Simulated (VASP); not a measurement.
A run of VASP 6.6.1:

The input POSCAR:

```
SiC
1.0
    0.0697494702      2.1606797213      2.1606797213
    2.1606797213      0.0697494702      2.1606797213
    2.1606797213      2.1606797213      0.0697494702
Si C
1 1
Direct
    0.0017486237      0.0017486237      0.0017486237
    0.2482513763      0.2482513763      0.2482513763
```

File INCAR.step1:

```
SYSTEM = SiC
PREC = Accurate
ENCUT = 520
ISMEAR = 0
SIGMA = 0.01
LREAL = .FALSE.
LASPH = .TRUE.
NELM = 60
NBANDS = 11
GGA = PE
ALGO = Normal
EDIFF = 1E-4
LWAVE = .TRUE.
LCHARG = .FALSE.
```

File INCAR.step2:

```
SYSTEM = SiC
PREC = Accurate
ENCUT = 520
EDIFF = 1E-6
ISMEAR = 0
SIGMA = 0.01
LREAL = .FALSE.
LASPH = .TRUE.
NELM = 60
ALGO = Normal
ISIF = 2
LWAVE = .FALSE.
LCHARG = .FALSE.
METAGGA = R2SCAN
LMIXTAU = .TRUE.
NBANDS = 11
ISTART = 1
```

KPOINTS

```
regular mesh
0
G
  10 10 10
  0 0 0
```

Potentials or basis: VASP PAW PBE potentials, release 64 (Si, C).

Command:

```sh
$ cat potpaw_PBE.64/Si/POTCAR potpaw_PBE.64/C/POTCAR > POTCAR
$ cp INCAR.step1 INCAR
$ mpirun -np 1 vasp_std > vasp.out
$ cp INCAR.step2 INCAR
$ mpirun -np 1 vasp_std > vasp.out
```

Hardware: 1 thread of Intel Xeon 8259CL, with other jobs on the host.

Question: Estimate the wall time of this run.

Answer: Run time: 76 s on 1 thread of Intel Xeon 8259CL, on a shared host, peak memory 0.15 GiB. Counts: k points 116.
